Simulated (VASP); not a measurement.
Wanted: the native input for a VASP 6.6.1 run.

```yaml
Task: relaxation of cell and atoms
Functional: PBE
Potentials_or_basis: VASP PAW PBE potentials, release 64 (Be, As)
Cutoff: 600 eV
k_mesh: 8 × 8 × 8
Occupations: gaussian, width 0.1 eV
Spin: no spin polarisation
Dipole_correction: no
Further_INCAR_settings: ALGO = Normal; EDIFF = 1e-06; IBRION = 2; EDIFFG = -0.01; NSW = 100; ISIF = 3
```

The structure of BeAs2 lies in POSCAR:

```
BeAs2
1.0
    0.0000000000      3.8370341217      3.8370341217
    3.8370341217      0.0000000000      3.8370341217
    3.8370341217      3.8370341217      0.0000000000
Be As
2 4
Direct
    0.5000000000      0.5000000000      0.5000000000
    0.7500000000      0.7500000000      0.7500000000
    0.1250000000      0.1250000000      0.1250000000
    0.6250000000      0.1250000000      0.1250000000
    0.1250000000      0.1250000000      0.6250000000
    0.1250000000      0.6250000000      0.1250000000
```

These files were run (other wordings do the same):

INCAR

```
ALGO = Normal
EDIFF = 1E-6
EDIFFG = -0.01
ENCUT = 600
GGA = PE
IBRION = 2
ISIF = 3
ISMEAR = 0
LASPH = True
LCHARG = False
LREAL = False
LWAVE = False
NELM = 80
NSW = 100
PREC = Accurate
SIGMA = 0.1
```

KPOINTS

```
k-points
0
Gamma
  8 8 8
```

Potentials or basis: VASP PAW PBE potentials, release 64 (Be, As).

Run with:

```sh
$ cat potpaw_PBE.64/Be/POTCAR potpaw_PBE.64/As/POTCAR > POTCAR
$ mpirun -np 1 vasp_std > vasp.out
```

Results of the run:

The relaxed volume is 18.93 Å³/atom. The relaxed cell is a = 5.436 Å, b = 5.436 Å, c = 5.436 Å, α = 60.00°, β = 60.00°, γ = 60.00°. The space group after relaxing (to 0.1 Å) is Fd-3m (No. 227). The energy gained by relaxing is 0.1 meV/atom. The ionic steps are 2, the pressure after relaxing is 0.0 GPa and the band gap on the k mesh is zero (bands 12 and 13 overlap by 1.44 eV).

Wall time 75 s on 1 thread of AMD EPYC 9R45 96-Core Processor (Zen 5) (shared host), peak memory 0.32 GiB.
